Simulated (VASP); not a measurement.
A run of VASP 6.6.1 is set up as follows.

The input INCAR:

```
SYSTEM = P
ALGO = Normal ; EDIFF = 1E-6
ENCUT = 520 ; GGA = PS
ISIF = 2 ; ISMEAR = 0
LASPH = .True. ; LCHARG = .False.
LREAL = .False. ; LWAVE = .False.
NBANDS = 18 ; NELM = 60
PREC = Accurate ; SIGMA = 0.05
```

Contents of KPOINTS:

```
k-points
0
Gamma
  8 1 6
  0 0 0
```

File POSCAR:

```
P
1.0
    3.2837277200      0.0000000000      0.0000000000
    0.0000000000     34.8570309900      0.0000000000
    0.0000000000      0.0000000000      4.6320847100
P
4
Direct
   -0.0341114863      0.9702614300      0.6136886142
    0.0000000000      0.0297385700      0.4078492800
    0.5000000000      0.0297385700      0.0921507200
    0.5000000000      0.9702614300      0.9078492800
```

Potentials or basis: VASP PAW PBE potentials, release 64 (P).

Run with:

```bash
$ cat potpaw_PBE.64/P/POTCAR > POTCAR
$ mpirun -np 1 vasp_std > vasp.out
```

(1) Estimate the largest force.

(2) Predict the band gap on the k mesh.

Results:

(1) 2.662 eV/Å.

(2) 0.72 eV.

Caveat: the cell differs from its parent crystal (atom 1 (P) moved +0.150 Å towards its neighbour atom 4 (P) at 2.199 Å); the PAW data sets were made with another functional, which shifts forces and pressure a little.
